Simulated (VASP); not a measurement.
C:

```
C
1.0
    -0.03789    0.02432    3.25169
     3.45673   -0.03315   -0.04012
    -0.06630    6.81002    0.05150
C
10
Cartesian
  -0.0613 0.9955 2.0001
  -0.0547 4.2955 1.9108
  0.9270 0.0385 1.3123
  0.9102 3.3720 1.1999
  2.4040 -0.0717 1.0039
  2.5835 3.4666 1.2081
  -0.0579 2.4438 2.2883
  -0.0664 6.0183 2.0727
  3.3627 -0.0416 -0.1156
  3.4963 3.2828 0.1459
```

| Item | Value |
| --- | --- |
| Program | VASP 6.6.1 |
| Task | relaxation of cell and atoms |
| Functional | PBE |
| Potentials or basis | VASP PAW PBE potentials, release 64 (C) |
| Cutoff | 600 eV |
| k mesh | 4 × 4 × 2 |
| Occupations | gaussian, width 0.1 eV |
| Spin | no spin polarisation |

At the start: pressure 19.1 GPa; volume 7.65 Å³/atom.

Where does the relaxation end?

Over 28 steps the energy falls by 513.4 meV/atom and the volume is 7.57 Å³/atom (-1.1 %); space group P-4m2 (No. 115, to 0.05 Å).

Step by step:
```tsv
step	energy change (eV)	largest force (eV/Å)	pressure (GPa)	volume (Å³)
1	0.0000	13.1822	19.09	76.52
2	21.6321	94.2767	56.12	86.94
3	-3.4541	6.0029	-13.96	79.66
4	-3.8530	4.8457	-12.23	79.01
5	-3.9144	4.9646	-10.52	78.65
6	-4.1143	5.1393	8.56	74.77
7	-4.8959	1.5747	-3.43	76.51
8	-4.9607	2.5643	4.61	74.84
9	-5.0292	1.0457	0.86	75.53
10	-5.0734	0.8445	0.51	75.40
11	-5.0770	0.6104	0.54	75.43
12	-5.1021	0.4798	0.63	75.56
13	-5.1023	0.4298	0.61	75.55
14	-5.1169	0.3739	-0.65	75.83
15	-5.1171	0.3378	-0.51	75.80
16	-5.1231	0.1892	-0.24	75.72
17	-5.1232	0.2153	-0.21	75.71
18	-5.1271	0.1986	0.48	75.58
19	-5.1271	0.2200	0.51	75.57
20	-5.1309	0.1287	0.27	75.61
21	-5.1318	0.1750	0.09	75.63
22	-5.1333	0.0959	0.02	75.68
23	-5.1333	0.0894	0.03	75.67
24	-5.1338	0.0423	-0.06	75.69
25	-5.1338	0.0424	-0.06	75.69
26	-5.1339	0.0278	-0.03	75.68
27	-5.1339	0.0304	-0.03	75.68
28	-5.1340	0.0176	0.04	75.67
```

Final structure:
```
C
1.0
     0.00033    0.00048    3.23198
     3.42132    0.00150   -0.00004
     0.00337    6.84290   -0.00085
C
10
Direct
  0.62735 0.99956 0.14084
  0.62725 0.00033 0.64082
  0.37297 0.28115 0.99999
  0.37253 0.28214 0.49993
  0.37288 0.71783 0.00004
  0.37252 0.71887 0.50000
  0.62707 0.00034 0.35915
  0.62742 0.99977 0.85919
  0.00020 0.99954 0.00005
  0.99981 0.00046 0.49998
```

Caveat: the k points lie up to 0.49 Å⁻¹ apart in the final cell.
